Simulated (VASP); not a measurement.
# MgO (P6_3mc) in VASP: further runs, part 2 of 2

VASP 6.6.1. Earlier steps stand in the parts before.

## (4) Single point, PBE

This run uses another cell than the first one, of 10.54 Å³/atom, 1.005 times its volume.

The input, INCAR:

```
SYSTEM = MgO
  PREC = Accurate
  ENCUT = 520
  EDIFF = 1E-6
  ISMEAR = 0
  SIGMA = 0.05
  LREAL = .False.
  LASPH = .True.
  NELM = 100
  ALGO = Normal
  ISIF = 2
  LWAVE = .False.
  LCHARG = .True.
  GGA = PE
  LELF = .True.
  LVHAR = .True.
  NBANDS = 16
```

The input, KPOINTS:

```
Automatic mesh
0
Gamma
  9 9 6
  0 0 0
```

The input, POSCAR:

```
MgO
1.0
    3.0832000000      0.0000000000      0.0000000000
   -1.5416000000      2.6701295249      0.0000000000
    0.0000000000      0.0000000000      5.1215474299
Mg O
2 2
Direct
    0.3333333333      0.6666666667      0.0063188013
    0.6666666667      0.3333333333      0.5063188013
    0.3333333333      0.6666666667      0.3982811987
    0.6666666667      0.3333333333      0.8982811987
```

Potentials or basis: VASP PAW PBE potentials, release 64 (Mg, O).

Command:

```bash
$ cat potpaw_PBE.64/Mg/POTCAR potpaw_PBE.64/O/POTCAR > POTCAR
$ mpirun -np 1 vasp_std > vasp.out
```

OUTCAR:

```text
SYSTEM = MgO
   PREC = Accurate
   ENCUT = 520
   EDIFF = 1E-6
   ISMEAR = 0
   LREAL = .False.
   LASPH = .True.
   NELM = 100
   ISIF = 2
   GGA = PE

 ion  position               nearest neighbor table
   1  0.333  0.667  0.006-   4 1.86   4 1.86   4 1.86   3 2.01   2 3.12   2 3.12   2 3.12   2 3.12
                             2 3.12   2 3.12
   2  0.667  0.333  0.506-   3 1.86   3 1.86   3 1.86   4 2.01   1 3.12   1 3.12   1 3.12   1 3.12
                             1 3.12   1 3.12
   3  0.333  0.667  0.398-   2 1.86   2 1.86   2 1.86   1 2.01
   4  0.667  0.333  0.898-   1 1.86   1 1.86   1 1.86   2 2.01

[... 661 lines left out ...]
  -------------------------------------------------------------------------------------
  Total        8.5119267      8.5119267      2.1797414      0.0000000      0.0000000      0.0000000
  in kB      323.4470779    323.4470779     82.8286018      0.0000000      0.0000000      0.0000000
  external PRESSURE =     243.2409192 kB  Pullay stress =       0.0000000 kB

 VOLUME and BASIS-vectors are now :
 -----------------------------------------------------------------------------
  energy-cutoff  :      520.00
  volume of cell :       42.16
      direct lattice vectors                 reciprocal lattice vectors
     3.083200000  0.000000000  0.000000000     0.324338350  0.187256834  0.000000000
    -1.541600000  2.670129525  0.000000000     0.000000000  0.374513667  0.000000000
     0.000000000  0.000000000  5.121547430     0.000000000  0.000000000  0.195253488

 POSITION                                       TOTAL-FORCE (eV/Angst)
 -----------------------------------------------------------------------------------
     -0.00000      1.78009      0.03236        -0.000000      0.000000      0.915265
      1.54160      0.89004      2.59314        -0.000000     -0.000000      0.915265
     -0.00000      1.78009      2.03982         0.000000     -0.000000     -0.915265
      1.54160      0.89004      4.60059         0.000000      0.000000     -0.915265
 -----------------------------------------------------------------------------------
    total drift:                               -0.000000      0.000000     -0.001609

  FREE ENERGIE OF THE ION-ELECTRON SYSTEM (eV)
  ---------------------------------------------------
  free  energy   TOTEN  =       -22.9650169463 eV

  energy  without entropy=      -22.9650169463  energy(sigma->0) =      -22.96501695
```

OSZICAR:

```text
N       E                     dE             d eps       ncg     rms          rms(c)
DAV:   1     0.626902697483E+02    0.62690E+02   -0.77363E+03  1544   0.893E+02
DAV:   2    -0.237931083076E+02   -0.86483E+02   -0.80808E+02  2072   0.205E+02
DAV:   3    -0.275035737806E+02   -0.37105E+01   -0.37042E+01  1840   0.430E+01
DAV:   4    -0.275176178818E+02   -0.14044E-01   -0.14044E-01  1920   0.314E+00
DAV:   5    -0.275176842571E+02   -0.66375E-04   -0.66375E-04  1856   0.203E-01    0.122E+01
DAV:   6    -0.230028490147E+02    0.45148E+01   -0.12077E+01  1536   0.268E+01    0.356E+00
DAV:   7    -0.229717675204E+02    0.31081E-01   -0.14161E-01  1544   0.296E+00    0.219E+00
DAV:   8    -0.229663463564E+02    0.54212E-02   -0.75299E-02  1632   0.308E+00    0.444E-01
DAV:   9    -0.229643592846E+02    0.19871E-02   -0.30556E-03  1904   0.499E-01    0.146E-01
DAV:  10    -0.229649982061E+02   -0.63892E-03   -0.11364E-03  1568   0.227E-01    0.248E-02
DAV:  11    -0.229650135006E+02   -0.15294E-04   -0.12262E-05  1840   0.304E-02    0.108E-02
DAV:  12    -0.229650169913E+02   -0.34907E-05   -0.38729E-06  1552   0.160E-02    0.509E-03
DAV:  13    -0.229650169463E+02    0.44977E-07   -0.88377E-07  1200   0.861E-03
   1 F= -.22965017E+02 E0= -.22965017E+02  d E =-.466779E-20
```

Run time: 40 s. Hardware: 1 thread of Intel Xeon 8259CL, shared host; peak memory 0.17 GiB.

Results:

```yaml
Free_energy: -22.9650 eV
Pressure: 24.3 GPa
Largest_force: 0.915 eV/Å
Band_gap_on_the_k_mesh: 4.38 eV, direct
```

Forces in eV/Å, atoms in the order of the input:
```
Mg   0.000  0.000  0.915
Mg   0.000  0.000  0.915
O    0.000  0.000 -0.915
O    0.000  0.000 -0.915
```

Levels at points of the mesh, in eV from the valence-band top:
```tsv
k point	band 5	band 6	band 7	band 8	band 9	band 10	band 11	band 12
(0.00, 0.00, 0.00)	-0.33	-0.11	-0.11	0.00	4.38	9.80	10.96	16.17
(0.00, 0.00, 0.50)	-0.22	-0.22	-0.22	-0.22	6.93	6.93	13.89	13.89
```

A k mesh can miss the band edges.

## (5) The runs side by side

```tsv
cell	gap on the mesh (eV)	pressure (GPa)	largest force (eV/Å)
a = 3.161, b = 3.161, c = 4.848 Å, angles 90.0, 90.0, 120.0°, 4 atoms	4.25	23.1	0.24
a = 3.238, b = 3.238, c = 4.712 Å, angles 90.0, 90.0, 120.0°, 4 atoms	4.02	19.3	1.20
a = 3.083, b = 3.083, c = 5.122 Å, angles 90.0, 90.0, 120.0°, 4 atoms	4.38	24.3	0.92
```

Alike in all rows: task single point; level PBE; potentials or basis VASP PAW PBE potentials, release 64 (Mg, O); no spin polarisation; k mesh 9 × 9 × 6; cutoff (eV) 520; smearing gaussian 0.05 eV.

Caveats: forces of over 1 eV/Å act on the atoms, so gaps and moduli don't describe the material at rest (some runs).

Total energies depend on the potentials used, so only differences within one code and one set of settings carry meaning.
